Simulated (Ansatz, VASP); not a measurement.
## Two plane-wave programs on Si3C

INCAR

```
SYSTEM = Si3C
PREC = Accurate
ENCUT = 600
EDIFF = 1E-6
ISMEAR = 0
SIGMA = 0.1
LREAL = .False.
LASPH = .True.
NELM = 60
ALGO = Normal
ISIF = 3
LWAVE = .False.
LCHARG = .False.
GGA = PE
IBRION = 2
NSW = 100
EDIFFG = -0.01
```

The input KPOINTS:

```
regular mesh
0
Gamma
  14 14 14
  0 0 0
```

POSCAR

```
Si3C
1.0
    0.0000000000      2.9226097032      2.9226097032
    2.9226097032      0.0000000000      2.9226097032
    2.9226097032      2.9226097032      0.0000000000
Si C
3 1
Direct
    0.7500000000      0.7500000000      0.7500000000
    0.2500000000      0.2500000000      0.2500000000
    0.5000000000      0.5000000000      0.5000000000
    0.0000000000      0.0000000000      0.0000000000
```

Input for Ansatz:

```yaml
crystal:
  lattice:
    - [0.0, 2.9226097032, 2.9226097032]
    - [2.9226097032, 0.0, 2.9226097032]
    - [2.9226097032, 2.9226097032, 0.0]
  atoms:
    - { symbol: Si, position: [0.75, 0.75, 0.75] }
    - { symbol: Si, position: [0.25, 0.25, 0.25] }
    - { symbol: Si, position: [0.5, 0.5, 0.5] }
    - { symbol: C, position: [0.0, 0.0, 0.0] }
basis:
  ecutwfc: 420
kpoints:
  mp_grid: { grid: [14, 14, 14] }
hamiltonian:
  xc: pbe
scf:
  occupations: { method: gaussian, width: 0.1 }
output:
  forces: true
  stress: true
  eigenvalues: true
  write_density: true
  write_potential: true
  elf: true
  volumetric_format: npy
relax:
  adjacent_minimum: "off"
  f_tol: 0.01
  max_steps: 80
  cell: { stress_tol: 0.05 }
```

Change from the starting cell: species swapped into the YbH3 type (Fm-3m, No. 225).

Alike in both runs: task relaxation of cell and atoms; functional PBE; k mesh 14 × 14 × 14; occupations gaussian, width 0.1 eV; no spin polarisation.

|  | VASP | Ansatz |
| --- | --- | --- |
| version | VASP 6.6.1 | Ansatz 0.2.0 |
| potentials or method | VASP PAW PBE potentials, release 64 (Si, C), cutoff 600 eV | scalar-relativistic, plane waves, PAW |
| valence electrons in the cell | 16 | 16 |

|  | VASP | Ansatz | Ansatz less VASP |
| --- | --- | --- | --- |
| gap on the k mesh at the Fermi level, each at its own relaxed structure (eV) | none | none | - |
| relaxed volume (Å³/atom) | 12.42 | 12.42 | +0.005 |
| relaxed cell length with the largest relative difference (Å) | 4.126 | 4.127 | +0.0005 |

A gap of «none» marks a metal or a gap that the smearing closes.

Noted on VASP's run: too few bands were computed for a metal, which touches its energy and stress.
